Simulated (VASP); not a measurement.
Runs of VASP 6.6.1 on TiGePd3. The structure is that of space group Pm-3m (No. 221), or close to it. The cells are those of the table. 

```csv
task,spin,cell,k mesh,cutoff (eV),gap on the mesh (eV),pressure (GPa),moment (μB)
single point,"collinear, ferromagnetic start","a = 4.605 Å, 5 atoms",8 × 8 × 8,520,none,-0.8,0.00
relaxation of cell and atoms,off,"relaxed from a = 4.185 Å, 5 atoms",4 × 4 × 4,600,none,0.0,-
single point,off,"a = 4.588 Å, 5 atoms",4 × 4 × 4,520,none,0.4,-
single point,off,"a = 4.185 Å, 5 atoms",4 × 4 × 4,520,none,(a),-
single point,"collinear, ferromagnetic start","a = 4.588 Å, 5 atoms",4 × 4 × 4,520,none,0.4,0.00
```

Alike in all rows: level PBE; potentials or basis VASP PAW PBE potentials, release 64 (Ti_sv, Ge_d, Pd); smearing gaussian 0.1 eV.

Question: Fill in the values left out.

Answer: (a) 59.8.

Caveats: some runs use coarse meshes.

A k mesh can miss the band edges, and the runs leave out spin-orbit coupling on Ge, Pd.

A gap of «none» marks levels without a gap at the run's occupations.
